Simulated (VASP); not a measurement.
# C (P-1) in VASP: single point with PBEsol

Aim: the single point of C with PBEsol.

Program: VASP 6.6.1. These are calculated values, not measurements. Logs are shortened: lines on timing, memory, paths and dates and some standing lists are left out, and cuts for length are marked.

## (1) The cell of the first run

The typed cell holds 2 atoms: a = 2.452 Å, b = 2.430 Å, c = 3.817 Å, α = 107.73°, β = 110.02°, γ = 59.55°.

## (2) Single point, PBEsol (atoms moved at random and the cell strained at random)

INCAR

```
  PREC = Accurate
  ENCUT = 520
  EDIFF = 1E-6
  ISMEAR = 0
  SIGMA = 0.05
  LREAL = False
  LASPH = True
  NELM = 60
  ALGO = Normal
  ISIF = 2
  LWAVE = False
  LCHARG = False
  GGA = PS
  NBANDS = 11
```

KPOINTS

```
regular mesh
0
Gamma
  16 16 10
```

POSCAR

```
C
1.0
    2.1249787777     -1.2229109735     -0.0392867053
    2.1123029030      1.2009570279      0.0098445923
   -1.3976826109      0.0771726009      3.5510444845
C
2
Direct
    0.8472634084      0.8394231921      0.0159402261
    0.1527365916      0.1605768079      0.9840597739
```

Potentials or basis: VASP PAW PBE potentials, release 64 (C).

Launch:

```console
$ cat potpaw_PBE.64/C/POTCAR > POTCAR
$ mpirun -np 1 vasp_std > vasp.out
```

OUTCAR:

```text
PREC = Accurate
   ENCUT = 520
   EDIFF = 1E-6
   ISMEAR = 0
   LREAL = False
   LASPH = True
   NELM = 60
   ISIF = 2
   GGA = PS

 ion  position               nearest neighbor table
   1  0.847  0.839  0.016-   2 1.38   2 1.41   2 1.45
   2  0.153  0.161  0.984-   1 1.38   1 1.41   1 1.45

  LATTYP: Found a triclinic cell.
 ALAT       =     2.4298597188
 B/A-ratio  =     1.8261078574
 C/A-ratio  =     1.0091357119
 COS(alpha) =     0.0193827554
 COS(beta)  =     0.5067923358
 COS(gamma) =     0.5295397147

  Lattice vectors:

 A1 = (  -2.1123029030,  -1.2009570279,  -0.0098445923)
 A2 = (  -1.3850067362,  -2.3466954005,   3.5019131869)
 A3 = (  -2.1249787777,   1.2229109735,   0.0392867053)

Analysis of symmetry for initial positions (statically):
=====================================================================
 Subroutine PRICEL returns:
 Original cell was already a primitive cell.

 Routine SETGRP: Setting up the symmetry group for a
 triclinic supercell.

 Subroutine GETGRP returns: Found  2 space group operations
 (whereof  2 operations were pure point group operations)
 out of a pool of  2 trial point group operations.

The static configuration has the point symmetry S_2 .

Analysis of symmetry for dynamics (positions and initial velocities):
=====================================================================
 Subroutine PRICEL returns:
 Original cell was already a primitive cell.

 Routine SETGRP: Setting up the symmetry group for a
 triclinic supercell.

 Subroutine GETGRP returns: Found  2 space group operations
 (whereof  2 operations were pure point group operations)
 out of a pool of  2 trial point group operations.

The dynamic configuration has the point symmetry S_2 .

 Subroutine INISYM returns: Found  2 space group operations
 (whereof  2 operations are pure point group operations),
 and found     1 'primitive' translations

----------------------------------------------------------------------------------------

                                     Primitive cell

  volume of cell :      18.1781

  direct lattice vectors                    reciprocal lattice vectors
     2.124978778 -1.222910974 -0.039286705     0.234562443 -0.413390526  0.101307171
     2.112302903  1.200957028  0.009844592     0.238726104  0.412089103  0.085006352
    -1.397682611  0.077172601  3.551044485     0.001933241 -0.005715952  0.282492426

  length of vectors
     2.452058217  2.429859719  3.816986930     0.485977787  0.483770257  0.282556862

  position of ions in fractional coordinates (direct lattice)
     0.847263408  0.839423192  0.015940226
     0.152736592  0.160576808  0.984059774

  ion indices of the primitive-cell ions
   primitive index   ion index
                 1           1
                 2           2

----------------------------------------------------------------------------------------

 KPOINTS: regular mesh

Automatic generation of k-mesh.
 Grid dimensions read from file:
 generate k-points for:   16   16   10

 Generating k-lattice:

  Cartesian coordinates                     Fractional coordinates (reciprocal lattice)
     0.014660153 -0.025836908  0.006331698     0.062500000  0.000000000  0.000000000
     0.014920382  0.025755569  0.005312897     0.000000000  0.062500000 -0.000000000
     0.000193324 -0.000571595  0.028249243     0.000000000  0.000000000  0.100000000

  Length of vectors
     0.030373612  0.030235641  0.028255686

  Shift w.r.t. Gamma in fractional coordinates (k-lattice)
     0.000000000  0.000000000  0.000000000

 Subroutine IBZKPT returns following result:
 ===========================================

 Found   1284 irreducible k-points:

 Following reciprocal coordinates:
            Coordinates               Weight
  0.000000  0.000000  0.000000      1.000000
  0.062500  0.000000  0.000000      2.000000
  0.125000  0.000000  0.000000      2.000000
  0.187500  0.000000  0.000000      2.000000
  0.250000  0.000000  0.000000      2.000000
  0.312500  0.000000  0.000000      2.000000
[... 16 lines left out ...]
 -0.187500  0.062500 -0.000000      2.000000
 -0.125000  0.062500 -0.000000      2.000000
 [... further k-points ...]
   k-points           NKPTS =   1284   k-points in BZ     NKDIM =   1284   number of bands    NBANDS=     11
   number of dos      NEDOS =    301   number of ions     NIONS =      2
   total plane-waves  NPLWV =   9072
   dimension x,y,z NGX =    18 NGY =   18 NGZ =   28
   dimension x,y,z NGXF=    36 NGYF=   36 NGZF=   56
   ions per type =               2
   NGX,Y,Z   is equivalent  to a cutoff of  12.20, 12.32, 12.20 a.u.
   NGXF,Y,Z  is equivalent  to a cutoff of  24.41, 24.63, 24.39 a.u.
 SYSTEM =  unknown system
   PREC   = accura    normal or accurate (medium, high low for compatibility)
   ISTART =      0    job   : 0-new  1-cont  2-samecut
   ICHARG =      2    charge: 1-file 2-atom 10-const
   ISPIN  =      1    spin polarized calculation?
   LNONCOLLINEAR =      F non collinear calculations
   LSORBIT =      F    spin-orbit coupling
   LASPH  =      T    aspherical Exc in radial PAW
   ENCUT  =  520.0 eV  38.22 Ry    6.18 a.u.   4.56  4.52  7.10*2*pi/ulx,y,z
   NELM   =     60;   NELMIN=  2; NELMDL= -5     # of ELM steps
   EDIFF  = 0.1E-05   stopping-criterion for ELM
   LREAL  =      F    real-space projection
   EDIFFG = 0.1E-04   stopping-criterion for IOM
   NSW    =      0    number of steps for IOM
   IBRION =     -1    ionic relax: 0-MD 1-quasi-New 2-CG
   NFREE  =      0    steps in history (QN), initial steepest desc. (CG)
   ISIF   =      2    stress and relaxation
   ISYM   =      2    0-nonsym 1-usesym 2-fastsym
   POTIM  = 0.5000    time-step for ionic-motion
   TEBEG  =    0.0;   TEEND  =   0.0 temperature during run
   PSTRESS=    0.0 pullay stress
   NELECT =       8.0000    total number of electrons
   NUPDOWN=      -1.0000    fix difference up-down
   EMIN   =  10.00;   EMAX   =-10.00  energy-range for DOS
   EFERMI =   0.00;   METHOD = LEGACY
   ISMEAR =     0;   SIGMA  =   0.05  broadening in eV -4-tet -1-fermi 0-gaus
   EFERMI_NEDOS =   21; number of points for ismear=-14 and -15
   IALGO  =     38    algorithm
   IMIX   =      4    mixing-type and parameters
     AMIX     =   0.40;   BMIX     =  1.00
     AMIX_MAG =   1.60;   BMIX_MAG =  1.00
  volume/ion in A,a.u.               =       9.09        61.34
  Fermi-wavevector in a.u.,A,eV,Ry     =   1.245247  2.353176 21.097747  1.550641
  Thomas-Fermi vector in A             =   2.379478
   LORBIT       =      0    0 simple, 1 ext, 2 COOP (PROOUT), +10 PAW based schemes
   GGA     = PS    functional components
   LHFCALC =     F    Hartree Fock is set to
   AEXX    =    0.0000 exact exchange contribution
   IVDW    =     0    specifies the selected vdW correction
   LEPSILON=     F    determine dielectric tensor
   LRPA    =     F    only Hartree local field effects (RPA)
 non-spin polarized calculation
 Gauss-broadening in eV      SIGMA  =   0.05
  energy-cutoff  :      520.00
  volume of cell :       18.18
 maximum number of plane-waves:       504
   NGX =  9   NGY =  9   NGZ = 15

 number of electron       8.0000000 magnetization

 Free energy of the ion-electron system (eV)
  ---------------------------------------------------
  ext. energy  EPLUGINS =         0.00000000
  ---------------------------------------------------
  free energy    TOTEN  =       -19.11643742 eV

  energy without entropy =      -19.11643684  energy(sigma->0) =      -19.11643713

 E-fermi :   4.4232     XC(G=0): -10.2567

 val. band max:        4.3190483130   @ k =  -0.3125   0.3750   0.3000
 cond. band min:       4.5276326908   @ k =  -0.3125   0.3750   0.3000
 fundamental gap:      0.2085843778
 Fermi energy:         4.4231816395

 k-point     1 :       0.0000    0.0000    0.0000
  band No.  band energies     occupation
      1     -15.4774      2.00000
      2      -2.6997      2.00000
      3       0.8631      2.00000
      4       2.1847      2.00000
      5       7.6582      0.00000
      6      12.1091      0.00000
      7      13.7252      0.00000
      8      16.3265      0.00000
      9      17.8547      0.00000
     10      27.1793      0.00000
     11      28.1835      0.00000

 k-point     2 :       0.0625    0.0000    0.0000
  band No.  band energies     occupation
      1     -15.3811      2.00000
      2      -2.6034      2.00000
      3       0.6649      2.00000
      4       1.7806      2.00000
      5       7.7906      0.00000
      6      12.2465      0.00000
      7      14.1015      0.00000
      8      16.0086      0.00000
      9      17.9875      0.00000
     10      27.4839      0.00000
     11      27.7627      0.00000

 k-point     3 :       0.1250    0.0000    0.0000
  band No.  band energies     occupation
      1     -15.0928      2.00000
      2      -2.3169      2.00000
      3       0.0641      2.00000
      4       0.7968      2.00000
      5       8.1838      0.00000
      6      12.4940      0.00000
      7      15.0828      0.00000
      8      15.1971      0.00000
      9      18.4346      0.00000
     10      26.4672      0.00000
     11      28.2966      0.00000
[... 267 lines left out ...]
 k-point    23 :      -0.1875    0.0625   -0.0000
  band No.  band energies     occupation
      1     -14.2326      2.00000
      2      -1.9847      2.00000
      3      -1.3326      2.00000
      4      -0.7924      2.00000
      5       9.0933      0.00000
      6      12.5719      0.00000
      7      13.2355      0.00000
      8      17.1694      0.00000
      9      20.1672      0.00000
     10      23.6832      0.00000
     11      28.4837      0.00000

 k-point    24 :      -0.1250    0.0625   -0.0000
  band No.  band energies     occupation
      1     -14.8044      2.00000
      2      -1.9743      2.00000
      3      -0.4131      2.00000
      4      -0.0777      2.00000
      5       8.4515      0.00000
      6      12.5711      0.00000
      7      14.3850      0.00000
      8      15.8707      0.00000
      9      19.0987      0.00000
     10      25.2385      0.00000
     11      29.0186      0.00000

 [... further k-points ...]

------------------------ aborting loop because EDIFF is reached ----------------------------------------

  FORCE on cell =-STRESS in cart. coord.  units (eV):
  Direction    XX          YY          ZZ          XY          YZ          ZX
  --------------------------------------------------------------------------------------
  -------------------------------------------------------------------------------------
  Total        1.6495198      1.4465142     -0.1977033      0.7360374      0.1185014     -0.2433170
  in kB      145.3852670    127.4927718    -17.4251568     64.8728120     10.4444657    -21.4454556
  external PRESSURE =      85.1509607 kB  Pullay stress =       0.0000000 kB

 VOLUME and BASIS-vectors are now :
 -----------------------------------------------------------------------------
  energy-cutoff  :      520.00
  volume of cell :       18.18
      direct lattice vectors                 reciprocal lattice vectors
     2.124978778 -1.222910974 -0.039286705     0.234562443 -0.413390526  0.101307171
     2.112302903  1.200957028  0.009844592     0.238726104  0.412089103  0.085006352
    -1.397682611  0.077172601  3.551044485     0.001933241 -0.005715952  0.282492426

 POSITION                                       TOTAL-FORCE (eV/Angst)
 -----------------------------------------------------------------------------------
      3.55125     -0.02679      0.03158        -2.217257      0.947341     -1.811927
     -0.71165      0.08201      3.49002         2.217257     -0.947341      1.811927
 -----------------------------------------------------------------------------------
    total drift:                                0.000000      0.000000     -0.000000

  FREE ENERGIE OF THE ION-ELECTRON SYSTEM (eV)
  ---------------------------------------------------
  free  energy   TOTEN  =       -19.1164374175 eV

  energy  without entropy=      -19.1164368383  energy(sigma->0) =      -19.11643713
```

Run time: 4.7 min. Hardware: 1 thread of Intel Xeon 8259CL, shared host; peak memory 0.3 GiB.

Results:

| Item | Value |
| --- | --- |
| Free energy | -19.1164 eV |
| Pressure | 8.5 GPa |
| Largest force | 3.016 eV/Å |
| Band gap on the k mesh | 0.21 eV, direct |

Forces in eV/Å, atoms in the order of the input:
```
C   -2.217  0.947 -1.812
C    2.217 -0.947  1.812
```

Levels at points of the mesh, in eV from the valence-band top:
| k point | band 2 | band 3 | band 4 | band 5 | band 6 | band 7 |
| --- | --- | --- | --- | --- | --- | --- |
| (0.00, 0.00, 0.00) | -7.02 | -3.46 | -2.13 | 3.34 | 7.79 | 9.41 |
| (0.50, 0.00, 0.00) | -13.11 | -6.48 | -2.41 | 1.92 | 7.91 | 12.13 |
| (0.00, 0.50, 0.00) | -13.36 | -6.48 | -1.90 | 1.88 | 7.47 | 11.63 |
| (0.50, 0.50, 0.00) | -13.64 | -5.97 | -2.54 | 1.03 | 7.98 | 12.25 |
| (0.00, 0.00, 0.50) | -8.56 | -3.47 | -2.15 | 7.77 | 9.12 | 9.40 |
| (0.50, 0.00, 0.50) | -13.07 | -6.51 | -2.89 | 1.97 | 7.65 | 11.85 |
| (0.00, 0.50, 0.50) | -13.29 | -6.51 | -2.71 | 1.46 | 7.21 | 12.37 |
| (0.50, 0.50, 0.50) | -13.70 | -5.94 | -1.82 | 1.27 | 8.24 | 11.56 |

Caveat: the cell differs from its parent crystal (atoms moved at random and the cell strained at random); the PAW data sets were made with another functional, which shifts forces and pressure a little. A k mesh can miss the band edges.
